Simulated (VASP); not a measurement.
# Er4Br (Cmmm) in VASP: single point with PBE

Aim: the single point of Er4Br with PBE.

All numbers are computed with VASP 6.6.1; they aren't measurements. Logs are shortened: lines on timing, memory, paths and dates and some standing lists are left out, and cuts for length are marked.

**1. The cell of the first run**

Symmetry: Cmmm, No. 65, orthorhombic system. Conventional cell: a = 7.964 Å, b = 10.537 Å, c = 3.557 Å, α = 90.00°, β = 90.00°, γ = 90.00°. Within 3.8 Å of Er (site symmetry m2m) lie 1 Br at 2.85 Å and 6 Er at 3.42 to 3.56 Å. Within 3.9 Å of Er (site symmetry 2mm) lie 2 Br at 2.95 Å and 7 Er at 3.27 to 3.56 Å. Within 3.8 Å of Br (site symmetry mmm) lie 6 Er at 2.85 to 2.95 Å and 2 Br at 3.56 Å.

The cell was generated, and may not be a known phase.

**2. Single point, PBE**

The input, INCAR:

```
PREC = Accurate ; ENCUT = 500
EDIFF = 1E-6 ; ISMEAR = 0
SIGMA = 0.2 ; LREAL = F
LASPH = T ; NELM = 200
ALGO = Normal ; ISIF = 2
LWAVE = F ; LCHARG = F
GGA = PE ; NBANDS = 30
GGA_COMPAT = F ; LMAXMIX = 6
```

The input, KPOINTS:

```
Automatic mesh
0
Gamma
  3 3 5
```

The input, POSCAR:

```
Er4Br
1.0
    3.9817846780     -5.2683068565      0.0000000000
    3.9817846780      5.2683068565      0.0000000000
    0.0000000000      0.0000000000      3.5568065692
Er Br
4 1
Direct
    0.7702338229      0.2297661771      0.5000000000
    0.2050406930      0.2050406930      0.0000000000
    0.7949593070      0.7949593070      0.0000000000
    0.2297661771      0.7702338229      0.5000000000
    0.5000000000      0.5000000000      0.5000000000
```

Potentials or basis: VASP PAW PBE potentials, release 64 (Er_3, Br), 4f in core.

The run is started by

```bash
$ cat potpaw_PBE.64/Er_3/POTCAR potpaw_PBE.64/Br/POTCAR > POTCAR
$ mpirun -np 1 vasp_std > vasp.out
```

OUTCAR:

```text
PREC = Accurate
   ENCUT = 500
   EDIFF = 1E-6
   ISMEAR = 0
   LREAL = F
   LASPH = T
   NELM = 200
   ISIF = 2
   GGA = PE

 ion  position               nearest neighbor table
   1  0.770  0.230  0.500-   5 2.85   3 3.42   2 3.42   2 3.42   3 3.42
   2  0.205  0.205  0.000-   5 2.95   5 2.95   3 3.27   1 3.42   1 3.42   4 3.42   4 3.42
   3  0.795  0.795  0.000-   5 2.95   5 2.95   2 3.27   1 3.42   1 3.42   4 3.42   4 3.42
   4  0.230  0.770  0.500-   5 2.85   3 3.42   2 3.42   2 3.42   3 3.42
   5  0.500  0.500  0.500-   1 2.85   4 2.85   3 2.95   2 2.95   2 2.95   3 2.95

  LATTYP: Found a base centered orthorhombic cell.
 ALAT       =     7.9635693560
 B/A-ratio  =     1.3231018959
 C/A-ratio  =     0.4466347200

  Lattice vectors:

 A1 = (   3.9817846780,  -5.2683068565,   0.0000000000)
 A2 = (   3.9817846780,   5.2683068565,   0.0000000000)
 A3 = (   0.0000000000,   0.0000000000,   3.5568065692)

Analysis of symmetry for initial positions (statically):
=====================================================================
 Subroutine PRICEL returns:
 Original cell was already a primitive cell.

 Routine SETGRP: Setting up the symmetry group for a
 base centered orthorhombic supercell.

 Subroutine GETGRP returns: Found  8 space group operations
 (whereof  8 operations were pure point group operations)
 out of a pool of  8 trial point group operations.

The static configuration has the point symmetry D_2h.

Analysis of symmetry for dynamics (positions and initial velocities):
=====================================================================
 Subroutine PRICEL returns:
 Original cell was already a primitive cell.

 Routine SETGRP: Setting up the symmetry group for a
 base centered orthorhombic supercell.

 Subroutine GETGRP returns: Found  8 space group operations
 (whereof  8 operations were pure point group operations)
 out of a pool of  8 trial point group operations.

The dynamic configuration has the point symmetry D_2h.

 Subroutine INISYM returns: Found  8 space group operations
 (whereof  8 operations are pure point group operations),
 and found     1 'primitive' translations

----------------------------------------------------------------------------------------

                                     Primitive cell

  volume of cell :     149.2241

  direct lattice vectors                    reciprocal lattice vectors
     3.981784678 -5.268306856  0.000000000     0.125571833 -0.094907152  0.000000000
     3.981784678  5.268306856  0.000000000     0.125571833  0.094907152  0.000000000
     0.000000000  0.000000000  3.556806569     0.000000000  0.000000000  0.281151078

  length of vectors
     6.603761531  6.603761531  3.556806569     0.157402836  0.157402836  0.281151078

  position of ions in fractional coordinates (direct lattice)
     0.770233823  0.229766177  0.500000000
     0.205040693  0.205040693  0.000000000
     0.794959307  0.794959307  0.000000000
     0.229766177  0.770233823  0.500000000
     0.500000000  0.500000000  0.500000000

  ion indices of the primitive-cell ions
   primitive index   ion index
                 1           1
                 2           2
                 3           3
                 4           4
                 5           5

----------------------------------------------------------------------------------------

 KPOINTS: Automatic mesh

Automatic generation of k-mesh.
 Grid dimensions read from file:
 generate k-points for:    3    3    5

 Generating k-lattice:

  Cartesian coordinates                     Fractional coordinates (reciprocal lattice)
     0.041857278 -0.031635717  0.000000000     0.333333333 -0.000000000  0.000000000
     0.041857278  0.031635717  0.000000000    -0.000000000  0.333333333  0.000000000
     0.000000000  0.000000000  0.056230216     0.000000000  0.000000000  0.200000000

  Length of vectors
     0.052467612  0.052467612  0.056230216

  Shift w.r.t. Gamma in fractional coordinates (k-lattice)
     0.000000000  0.000000000  0.000000000

 Subroutine IBZKPT returns following result:
 ===========================================

 Found     12 irreducible k-points:

 Following reciprocal coordinates:
            Coordinates               Weight
  0.000000  0.000000  0.000000      1.000000
  0.333333  0.000000  0.000000      4.000000
  0.333333  0.333333  0.000000      2.000000
 -0.333333  0.333333  0.000000      2.000000
  0.000000  0.000000  0.200000      2.000000
  0.333333  0.000000  0.200000      8.000000
  0.333333  0.333333  0.200000      4.000000
 -0.333333  0.333333  0.200000      4.000000
  0.000000  0.000000  0.400000      2.000000
  0.333333  0.000000  0.400000      8.000000
  0.333333  0.333333  0.400000      4.000000
 -0.333333  0.333333  0.400000      4.000000
   k-points           NKPTS =     12   k-points in BZ     NKDIM =     12   number of bands    NBANDS=     30
   number of dos      NEDOS =    301   number of ions     NIONS =      5
   total plane-waves  NPLWV =  64512
   dimension x,y,z NGX =    48 NGY =   48 NGZ =   28
   dimension x,y,z NGXF=    96 NGYF=   96 NGZF=   56
   ions per type =               4   1
   NGX,Y,Z   is equivalent  to a cutoff of  12.08, 12.08, 13.09 a.u.
   NGXF,Y,Z  is equivalent  to a cutoff of  24.17, 24.17, 26.17 a.u.
 SYSTEM =  unknown system
   PREC   = accura    normal or accurate (medium, high low for compatibility)
   ISTART =      0    job   : 0-new  1-cont  2-samecut
   ICHARG =      2    charge: 1-file 2-atom 10-const
   ISPIN  =      1    spin polarized calculation?
   LNONCOLLINEAR =      F non collinear calculations
   LSORBIT =      F    spin-orbit coupling
   LASPH  =      T    aspherical Exc in radial PAW
   ENCUT  =  500.0 eV  36.75 Ry    6.06 a.u.  12.04 12.04  6.48*2*pi/ulx,y,z
   NELM   =    200;   NELMIN=  2; NELMDL= -5     # of ELM steps
   EDIFF  = 0.1E-05   stopping-criterion for ELM
   LREAL  =      F    real-space projection
   EDIFFG = 0.1E-04   stopping-criterion for IOM
   NSW    =      0    number of steps for IOM
   IBRION =     -1    ionic relax: 0-MD 1-quasi-New 2-CG
   NFREE  =      0    steps in history (QN), initial steepest desc. (CG)
   ISIF   =      2    stress and relaxation
   ISYM   =      2    0-nonsym 1-usesym 2-fastsym
   POTIM  = 0.5000    time-step for ionic-motion
   TEBEG  =    0.0;   TEEND  =   0.0 temperature during run
   PSTRESS=    0.0 pullay stress
   NELECT =      43.0000    total number of electrons
   NUPDOWN=      -1.0000    fix difference up-down
   EMIN   =  10.00;   EMAX   =-10.00  energy-range for DOS
   EFERMI =   0.00;   METHOD = LEGACY
   ISMEAR =     0;   SIGMA  =   0.20  broadening in eV -4-tet -1-fermi 0-gaus
   EFERMI_NEDOS =   21; number of points for ismear=-14 and -15
   IALGO  =     38    algorithm
   IMIX   =      4    mixing-type and parameters
     AMIX     =   0.40;   BMIX     =  1.00
     AMIX_MAG =   1.60;   BMIX_MAG =  1.00
  volume/ion in A,a.u.               =      29.84       201.40
  Fermi-wavevector in a.u.,A,eV,Ry     =   1.081313  2.043385 15.908436  1.169237
  Thomas-Fermi vector in A             =   2.217326
   LORBIT       =      0    0 simple, 1 ext, 2 COOP (PROOUT), +10 PAW based schemes
   GGA     = PE    functional components
   LHFCALC =     F    Hartree Fock is set to
   AEXX    =    0.0000 exact exchange contribution
   IVDW    =     0    specifies the selected vdW correction
   LEPSILON=     F    determine dielectric tensor
   LRPA    =     F    only Hartree local field effects (RPA)
 non-spin polarized calculation
 Gauss-broadening in eV      SIGMA  =   0.20
  energy-cutoff  :      500.00
  volume of cell :      149.22
 maximum number of plane-waves:      3817
   NGX = 25   NGY = 25   NGZ = 13

 number of electron      42.9999996 magnetization

 Free energy of the ion-electron system (eV)
  ---------------------------------------------------
  ext. energy  EPLUGINS =         0.00000000
  ---------------------------------------------------
  free energy    TOTEN  =       -21.22199098 eV

  energy without entropy =      -21.12358514  energy(sigma->0) =      -21.17278806

 E-fermi :   3.3224     XC(G=0):  -9.7063

 val. band max:        3.3036543213   @ k =   0.3333   0.3333   0.0000
 cond. band min:       3.3600417741   @ k =  -0.3333   0.3333   0.2000
 fundamental gap:      0.0563874528
 Fermi energy:         3.3224057665

 k-point     1 :       0.0000    0.0000    0.0000
  band No.  band energies     occupation
      1     -21.8312      2.00000
      2     -21.7070      2.00000
      3     -21.6312      2.00000
      4     -21.4915      2.00000
      5     -21.4225      2.00000
      6     -21.4200      2.00000
[... 22 lines left out ...]
     29       6.0542      0.00000
     30       6.1853      0.00000

 k-point     2 :       0.3333    0.0000    0.0000
  band No.  band energies     occupation
      1     -21.7793      2.00000
      2     -21.6962      2.00000
      3     -21.5952      2.00000
      4     -21.5059      2.00000
      5     -21.4523      2.00000
      6     -21.4123      2.00000
[... 22 lines left out ...]
     29       6.0049      0.00000
     30       6.1641      0.00000

 k-point     3 :       0.3333    0.3333    0.0000
  band No.  band energies     occupation
      1     -21.7361      2.00000
      2     -21.6650      2.00000
      3     -21.5545      2.00000
      4     -21.5449      2.00000
      5     -21.5035      2.00000
      6     -21.4048      2.00000
[... 22 lines left out ...]
     29       6.2540      0.00000
     30       6.2719      0.00000

 k-point     4 :      -0.3333    0.3333    0.0000
  band No.  band energies     occupation
      1     -21.7552      2.00000
      2     -21.6759      2.00000
      3     -21.5794      2.00000
      4     -21.5004      2.00000
      5     -21.4994      2.00000
      6     -21.4059      2.00000
[... 22 lines left out ...]
     29       6.1433      0.00000
     30       6.1552      0.00000

 k-point     5 :       0.0000    0.0000    0.2000
  band No.  band energies     occupation
      1     -21.7842      2.00000
      2     -21.6713      2.00000
      3     -21.5944      2.00000
      4     -21.5432      2.00000
      5     -21.4897      2.00000
      6     -21.4643      2.00000
[... 22 lines left out ...]
     29       5.7760      0.00000
     30       5.9891      0.00000

 k-point     6 :       0.3333    0.0000    0.2000
  band No.  band energies     occupation
      1     -21.7462      2.00000
      2     -21.6677      2.00000
      3     -21.5664      2.00000
      4     -21.5573      2.00000
      5     -21.5078      2.00000
      6     -21.4779      2.00000
[... 22 lines left out ...]
     29       5.7638      0.00000
     30       6.0945      0.00000

 k-point     7 :       0.3333    0.3333    0.2000
  band No.  band energies     occupation
      1     -21.7215      2.00000
      2     -21.6413      2.00000
      3     -21.5998      2.00000
      4     -21.5384      2.00000
      5     -21.5286      2.00000
      6     -21.4785      2.00000
[... 22 lines left out ...]
     29       5.9853      0.00000
     30       6.1865      0.00000

 k-point     8 :      -0.3333    0.3333    0.2000
  band No.  band energies     occupation
      1     -21.7292      2.00000
      2     -21.6687      2.00000
      3     -21.5773      2.00000
      4     -21.5689      2.00000
      5     -21.4934      2.00000
      6     -21.4864      2.00000
[... 22 lines left out ...]
     29       5.8517      0.00000
     30       6.4511      0.00000

 k-point     9 :       0.0000    0.0000    0.4000
  band No.  band energies     occupation
      1     -21.7092      2.00000
      2     -21.6801      2.00000
      3     -21.6548      2.00000
      4     -21.5834      2.00000
      5     -21.5650      2.00000
      6     -21.5238      2.00000
[... 22 lines left out ...]
     29       5.8847      0.00000
     30       6.3511      0.00000

 k-point    10 :       0.3333    0.0000    0.4000
  band No.  band energies     occupation
      1     -21.7186      2.00000
      2     -21.6948      2.00000
      3     -21.6679      2.00000
      4     -21.6269      2.00000
      5     -21.5601      2.00000
      6     -21.5049      2.00000
[... 22 lines left out ...]
     29       5.9341      0.00000
     30       6.5614      0.00000

 k-point    11 :       0.3333    0.3333    0.4000
  band No.  band energies     occupation
      1     -21.7521      2.00000
      2     -21.7078      2.00000
      3     -21.6796      2.00000
      4     -21.6319      2.00000
      5     -21.5584      2.00000
      6     -21.4830      2.00000
[... 22 lines left out ...]
     29       6.0138      0.00000
     30       6.0514      0.00000

 k-point    12 :      -0.3333    0.3333    0.4000
  band No.  band energies     occupation
      1     -21.7529      2.00000
      2     -21.7160      2.00000
      3     -21.6790      2.00000
      4     -21.6320      2.00000
      5     -21.5658      2.00000
      6     -21.4842      2.00000
[... 22 lines left out ...]
     29       6.2861      0.00000
     30       6.3583      0.00000

------------------------ aborting loop because EDIFF is reached ----------------------------------------

  FORCE on cell =-STRESS in cart. coord.  units (eV):
  Direction    XX          YY          ZZ          XY          YZ          ZX
  --------------------------------------------------------------------------------------
  -------------------------------------------------------------------------------------
  Total        0.3332278      0.6430172      0.3847153     -0.0000000      0.0000000      0.0000000
  in kB        3.5777726      6.9038932      4.1305798     -0.0000000      0.0000000      0.0000000
  external PRESSURE =       4.8707485 kB  Pullay stress =       0.0000000 kB

 VOLUME and BASIS-vectors are now :
 -----------------------------------------------------------------------------
  energy-cutoff  :      500.00
  volume of cell :      149.22
      direct lattice vectors                 reciprocal lattice vectors
     3.981784678 -5.268306856  0.000000000     0.125571833 -0.094907152  0.000000000
     3.981784678  5.268306856  0.000000000     0.125571833  0.094907152  0.000000000
     0.000000000  0.000000000  3.556806569     0.000000000  0.000000000  0.281151078

 POSITION                                       TOTAL-FORCE (eV/Angst)
 -----------------------------------------------------------------------------------
      3.98178     -2.84735      1.77840         0.000000      0.023712      0.000000
      1.63286      0.00000      0.00000         0.052497      0.000000     -0.000000
      6.33071      0.00000      0.00000        -0.052497      0.000000     -0.000000
      3.98178      2.84735      1.77840         0.000000     -0.023712     -0.000000
      3.98178      0.00000      1.77840         0.000000      0.000000     -0.000000
 -----------------------------------------------------------------------------------
    total drift:                               -0.000000     -0.000000     -0.000000

  FREE ENERGIE OF THE ION-ELECTRON SYSTEM (eV)
  ---------------------------------------------------
  free  energy   TOTEN  =       -21.2219909844 eV

  energy  without entropy=      -21.1235851388  energy(sigma->0) =      -21.17278806
```

Run time: 49 s. Hardware: 1 thread of Intel Xeon 6975P-C (Granite Rapids), shared host; peak memory 0.25 GiB.

What came out:

| Quantity | Value |
| --- | --- |
| Free energy | -21.2220 eV |
| Pressure | 0.5 GPa |
| Largest force | 0.052 eV/Å |
| Band gap on the k mesh | zero (an odd number of electrons rules out a gap without spin polarisation) |

Forces in eV/Å, atoms in the order of the input:
```
Er   0.000  0.024  0.000
Er   0.052  0.000  0.000
Er  -0.052  0.000  0.000
Er   0.000 -0.024  0.000
Br   0.000  0.000  0.000
```

Caveat: spin-orbit coupling is left out, which moves the levels of the heavy elements; the 4f electrons are frozen in the core, so they carry no moment and show no levels; an odd number of electrons without spin polarisation forces a metal; a magnetic or distorted state may lie lower; the run has no spin polarisation, though such a crystal can be magnetic. Spin polarisation is off, so any magnetic state and its effect on volume and gap are missing.

The gap in the log of VASP goes by the Fermi energy; the results here count the filled bands.